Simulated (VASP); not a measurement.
# InP (I4/mmm) in VASP: single point with PBE

Aim: the single point of InP with PBE.

All numbers are computed with VASP 6.6.1; they aren't measurements. Logs are shortened: lines on timing, memory, paths and dates and some standing lists are left out, and cuts for length are marked.

## (1) The cell of the first run

The structure is tetragonal, space group I4/mmm (No. 139). Conventional cell: a = 3.972 Å, b = 3.972 Å, c = 5.899 Å, α = 90.00°, β = 90.00°, γ = 90.00°. In (site symmetry 4/mmm) has 6 P at 2.81 to 2.95 Å within 3.7 Å. P (site symmetry 4/mmm) has 6 In at 2.81 to 2.95 Å within 3.7 Å.

## (2) Single point, PBE

File INCAR:

```
SYSTEM = InP
PREC = Accurate
ENCUT = 520
EDIFF = 1E-6
ISMEAR = 0
SIGMA = 0.15
LREAL = .False.
LASPH = .True.
NELM = 80
ALGO = Normal
ISIF = 2
LWAVE = .False.
LCHARG = .True.
GGA = PE
LELF = .True.
LVHAR = .True.
NBANDS = 16
```

File KPOINTS:

```
regular mesh
0
Gamma
  16 16 16
  0 0 0
```

File POSCAR:

```
InP
1.0
    0.0000000000      2.8089435591      2.9493907371
    2.8089435591      0.0000000000      2.9493907371
    2.8089435591      2.8089435591      0.0000000000
In P
1 1
Direct
    0.0000000000      0.0000000000      0.0000000000
    0.5000000000      0.5000000000      0.5000000000
```

Potentials or basis: VASP PAW PBE potentials, release 64 (In_d, P).

Launch:

```sh
> cat potpaw_PBE.64/In_d/POTCAR potpaw_PBE.64/P/POTCAR > POTCAR
> mpirun -np 1 vasp_std > vasp.out
```

OUTCAR:

```text
SYSTEM = InP
   PREC = Accurate
   ENCUT = 520
   EDIFF = 1E-6
   ISMEAR = 0
   LREAL = .False.
   LASPH = .True.
   NELM = 80
   ISIF = 2
   GGA = PE

 ion  position               nearest neighbor table
   1  0.000  0.000  0.000-   2 2.81   2 2.81   2 2.81   2 2.81   2 2.95   2 2.95
   2  0.500  0.500  0.500-   1 2.81   1 2.81   1 2.81   1 2.81   1 2.95   1 2.95

  LATTYP: Found a body centered tetragonal cell.
 ALAT       =     3.9724460772
 C/A-ratio  =     1.4849242405

  Lattice vectors:

 A1 = (  -2.8089435591,   0.0000000000,   2.9493907371)
 A2 = (   2.8089435591,   0.0000000000,   2.9493907371)
 A3 = (   0.0000000000,   2.8089435591,  -2.9493907371)

Analysis of symmetry for initial positions (statically):
=====================================================================
 Subroutine PRICEL returns:
 Original cell was already a primitive cell.

 Routine SETGRP: Setting up the symmetry group for a
 body centered tetragonal supercell.

 Subroutine GETGRP returns: Found 16 space group operations
 (whereof 16 operations were pure point group operations)
 out of a pool of 16 trial point group operations.

The static configuration has the point symmetry D_4h.

Analysis of symmetry for dynamics (positions and initial velocities):
=====================================================================
 Subroutine PRICEL returns:
 Original cell was already a primitive cell.

 Routine SETGRP: Setting up the symmetry group for a
 body centered tetragonal supercell.

 Subroutine GETGRP returns: Found 16 space group operations
 (whereof 16 operations were pure point group operations)
 out of a pool of 16 trial point group operations.

The dynamic configuration has the point symmetry D_4h.

 Subroutine INISYM returns: Found 16 space group operations
 (whereof 16 operations are pure point group operations),
 and found     1 'primitive' translations

----------------------------------------------------------------------------------------

                                     Primitive cell

  volume of cell :      46.5424

  direct lattice vectors                    reciprocal lattice vectors
     0.000000000  2.808943559  2.949390737    -0.178002865  0.178002865  0.169526538
     2.808943559  0.000000000  2.949390737     0.178002865 -0.178002865  0.169526538
     2.808943559  2.808943559  0.000000000     0.178002865  0.178002865 -0.169526538

  length of vectors
     4.072968161  4.072968161  3.972446077     0.303495118  0.303495118  0.303495118

  position of ions in fractional coordinates (direct lattice)
     0.000000000  0.000000000  0.000000000
     0.500000000  0.500000000  0.500000000

  ion indices of the primitive-cell ions
[... 73 lines left out ...]
   ENCUT  =  520.0 eV  38.22 Ry    6.18 a.u.   7.57  7.57  7.39*2*pi/ulx,y,z
   NELM   =     80;   NELMIN=  2; NELMDL= -5     # of ELM steps
   EDIFF  = 0.1E-05   stopping-criterion for ELM
   LREAL  =      F    real-space projection
   EDIFFG = 0.1E-04   stopping-criterion for IOM
   NSW    =      0    number of steps for IOM
   IBRION =     -1    ionic relax: 0-MD 1-quasi-New 2-CG
   NFREE  =      0    steps in history (QN), initial steepest desc. (CG)
   ISIF   =      2    stress and relaxation
   ISYM   =      2    0-nonsym 1-usesym 2-fastsym
   POTIM  = 0.5000    time-step for ionic-motion
   TEBEG  =    0.0;   TEEND  =   0.0 temperature during run
   PSTRESS=    0.0 pullay stress
   NELECT =      18.0000    total number of electrons
   NUPDOWN=      -1.0000    fix difference up-down
   EMIN   =  10.00;   EMAX   =-10.00  energy-range for DOS
   EFERMI =   0.00;   METHOD = LEGACY
   ISMEAR =     0;   SIGMA  =   0.15  broadening in eV -4-tet -1-fermi 0-gaus
   EFERMI_NEDOS =   21; number of points for ismear=-14 and -15
   IALGO  =     38    algorithm
   IMIX   =      4    mixing-type and parameters
     AMIX     =   0.40;   BMIX     =  1.00
     AMIX_MAG =   1.60;   BMIX_MAG =  1.00
  volume/ion in A,a.u.               =      23.27       157.04
  Fermi-wavevector in a.u.,A,eV,Ry     =   1.192750  2.253971 19.356375  1.422653
  Thomas-Fermi vector in A             =   2.328781
   LORBIT       =      0    0 simple, 1 ext, 2 COOP (PROOUT), +10 PAW based schemes
   GGA     = PE    functional components
   LHFCALC =     F    Hartree Fock is set to
   AEXX    =    0.0000 exact exchange contribution
   IVDW    =     0    specifies the selected vdW correction
   LEPSILON=     F    determine dielectric tensor
   LRPA    =     F    only Hartree local field effects (RPA)
 non-spin polarized calculation
 Gauss-broadening in eV      SIGMA  =   0.15
  energy-cutoff  :      520.00
  volume of cell :       46.54
 maximum number of plane-waves:      1275
   NGX = 15   NGY = 15   NGZ = 15

 number of electron      17.9999993 magnetization

 Free energy of the ion-electron system (eV)
  ---------------------------------------------------
  ext. energy  EPLUGINS =         0.00000000
  ---------------------------------------------------
  free energy    TOTEN  =        -7.83352536 eV

  energy without entropy =       -7.81719194  energy(sigma->0) =       -7.82535865

 E-fermi :   5.9659     XC(G=0):  -9.9739

 val. band max:        5.9600300482   @ k =  -0.3125   0.1250   0.0625
 cond. band min:       5.9676676756   @ k =   0.4375   0.0000   0.0000
 fundamental gap:      0.0076376274
 Fermi energy:         5.9659174815

 k-point     1 :       0.0000    0.0000    0.0000
  band No.  band energies     occupation
      1      -8.1791      2.00000
      2      -8.1690      2.00000
      3      -8.1644      2.00000
      4      -8.1511      2.00000
      5      -8.1511      2.00000
      6      -5.4090      2.00000
[... 433 lines left out ...]
      3      -8.1556      2.00000
      4      -8.1525      2.00000
      5      -8.1478      2.00000
      6      -5.2912      2.00000
[... 8 lines left out ...]
     15      13.8081      0.00000
     16      14.0319      0.00000

 [... further k-points ...]
[... 5 lines left out ...]
  --------------------------------------------------------------------------------------
  -------------------------------------------------------------------------------------
  Total       -1.2182081     -1.2182081     -2.0029352      0.0000000      0.0000000     -0.0000000
  in kB      -41.9356839    -41.9356839    -68.9491876      0.0000000      0.0000000     -0.0000000
  external PRESSURE =     -50.9401851 kB  Pullay stress =       0.0000000 kB

 VOLUME and BASIS-vectors are now :
 -----------------------------------------------------------------------------
  energy-cutoff  :      520.00
  volume of cell :       46.54
      direct lattice vectors                 reciprocal lattice vectors
     0.000000000  2.808943559  2.949390737    -0.178002865  0.178002865  0.169526538
     2.808943559  0.000000000  2.949390737     0.178002865 -0.178002865  0.169526538
     2.808943559  2.808943559  0.000000000     0.178002865  0.178002865 -0.169526538

 POSITION                                       TOTAL-FORCE (eV/Angst)
 -----------------------------------------------------------------------------------
      0.00000      0.00000      0.00000         0.000000     -0.000000      0.000000
      2.80894      2.80894      2.94939        -0.000000      0.000000      0.000000
 -----------------------------------------------------------------------------------
    total drift:                               -0.000000      0.000000      0.000000

  FREE ENERGIE OF THE ION-ELECTRON SYSTEM (eV)
  ---------------------------------------------------
  free  energy   TOTEN  =        -7.8335253639 eV

  energy  without entropy=       -7.8171919425  energy(sigma->0) =       -7.82535865
```

OSZICAR:

```text
N       E                     dE             d eps       ncg     rms          rms(c)
DAV:   1     0.108442868297E+03    0.10844E+03   -0.84115E+03 11304   0.129E+03
DAV:   2    -0.132618718356E+01   -0.10977E+03   -0.10508E+03 12400   0.302E+02
DAV:   3    -0.795235314204E+01   -0.66262E+01   -0.65472E+01 14536   0.707E+01
DAV:   4    -0.811823056469E+01   -0.16588E+00   -0.16580E+00 14392   0.117E+01
DAV:   5    -0.812573895574E+01   -0.75084E-02   -0.75082E-02 16576   0.217E+00    0.410E+00
DAV:   6    -0.783949287226E+01    0.28625E+00   -0.53551E-01 17000   0.108E+01    0.232E+00
DAV:   7    -0.783339163731E+01    0.61012E-02   -0.69554E-02 15448   0.195E+00    0.104E+00
DAV:   8    -0.783342714845E+01   -0.35511E-04   -0.63253E-03 14440   0.949E-01    0.104E-01
DAV:   9    -0.783348865986E+01   -0.61511E-04   -0.63159E-04 17432   0.364E-01    0.719E-02
DAV:  10    -0.783350998917E+01   -0.21329E-04   -0.53616E-05 14048   0.590E-02    0.346E-02
DAV:  11    -0.783352479291E+01   -0.14804E-04   -0.17080E-05 14392   0.267E-02    0.710E-03
DAV:  12    -0.783352536389E+01   -0.57099E-06   -0.17950E-06 12912   0.190E-02
   1 F= -.78335254E+01 E0= -.78253587E+01  d E =-.163334E-01
```

stdout:

```text
POSCAR found type information on POSCAR InP
 POSCAR found :  2 types and       2 ions
 scaLAPACK will be used
 LDA part: xc-table for (Slater+PW92), standard interpolation
 POSCAR, INCAR and KPOINTS ok, starting setup
 FFT: planning ... GRIDC
 FFT: planning ... GRID_SOFT
 FFT: planning ... GRID
 WAVECAR not read
 entering main loop
```

It took 89 s on 1 thread of Intel Xeon 6975P-C (Granite Rapids), shared host; peak memory 0.36 GiB.

Results:

```yaml
Free_energy: -7.8335 eV
Pressure: -5.1 GPa
Band_gap_on_the_k_mesh: zero (band 9 reaches 6.30 eV, above the bottom of band 10 at 4.03 eV)
```

Stress tensor (GPa, compression positive):
```
-4.19  0.00  0.00
 0.00 -4.19  0.00
 0.00  0.00 -6.89
```

Caveat: spin-orbit coupling is left out, which moves the levels of the heavy elements.
